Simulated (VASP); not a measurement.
Rb:

```
CELL_PARAMETERS angstrom
8.86563 0.00000 0.00000
0.00000 8.86563 0.00000
0.00000 0.00000 8.86563
ATOMIC_POSITIONS crystal
Rb 0.00000 0.00000 0.00000
Rb 0.50000 0.50000 0.50000
Rb 0.25000 0.00000 0.50000
Rb 0.75000 0.00000 0.50000
Rb 0.50000 0.25000 0.00000
Rb 0.50000 0.75000 0.00000
Rb 0.00000 0.50000 0.25000
Rb 0.00000 0.50000 0.75000
```

| Quantity | Value |
| --- | --- |
| Program | VASP 6.6.1 |
| Task | relaxation of cell and atoms |
| Functional | RPBE |
| Potentials or basis | VASP PAW PBE potentials, release 64 (Rb_sv) |
| Cutoff | 600 eV |
| k mesh | 3 × 3 × 3 |
| Occupations | fermi-dirac, width 0.1 eV |
| Spin | no spin polarisation |

At the start: pressure 0.5 GPa; volume 87.10 Å³/atom.

Question: Where does the relaxation end?

Answer: Over 4 steps the energy falls by 20.2 meV/atom and the volume is 102.13 Å³/atom (+17.3 %); space group Pm-3n (No. 223, to 0.1 Å) before and after.

Step by step:
```csv
step,energy change (eV),largest force (eV/Å),pressure (GPa),volume (Å³)
1,0.0000,0.0000,0.48,696.83
2,-0.0689,0.0000,0.34,723.65
3,-0.1601,0.0000,0.04,804.43
4,-0.1619,0.0000,0.01,817.07
```

Final structure:
```
Rb
1.0
     9.34874    0.00000    0.00000
     0.00000    9.34874    0.00000
     0.00000    0.00000    9.34874
Rb
8
Cartesian
  9.3487 0.0000 0.0000
  4.6744 4.6744 4.6744
  2.3372 9.3487 4.6744
  7.0116 0.0000 4.6744
  4.6744 2.3372 0.0000
  4.6744 7.0116 0.0000
  9.3487 4.6744 2.3372
  9.3487 4.6744 7.0116
```

Caveat: the volume moved by over 15 % at a fixed basis, so the end points are rough; the PAW data sets were made with another functional, which shifts forces and pressure a little.
